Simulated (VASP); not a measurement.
The system is SiC.

```
Si C
1.0
     0.00000    2.19130    2.19130
     2.19130    0.00000    2.19130
     2.19130    2.19130    0.00000
Si C
1 1
Direct
  0.00000 0.00000 0.00000
  0.75000 0.75000 0.75000
```

Base run:

* Program: VASP 6.6.1
* Functional: r2SCAN
* Potentials or basis: VASP PAW PBE potentials, release 64 (Si, C)
* Cutoff: 660 eV
* k mesh: 10 × 10 × 10
* Occupations: gaussian, width 0.05 eV
* Spin: no spin polarisation

Its results: band gap on the k mesh 1.74 eV (least direct gap 5.04 eV); pressure -4.3 GPa.

Problem. The run is repeated on the same cell with these changes: functional from r2SCAN to PBE; cutoff from 660 eV to 600 eV; k mesh from 10 × 10 × 10 to 8 × 8 × 8. What comes out?

Solution. Band gap on the k mesh 1.37 eV (least direct gap 4.52 eV); pressure -0.6 GPa.

Several settings changed at once.

Caveats: the cell stands under tension (at least some runs); the PAW data sets were made with another functional, which shifts forces and pressure a little (at least some runs).

A k mesh can miss the band edges.
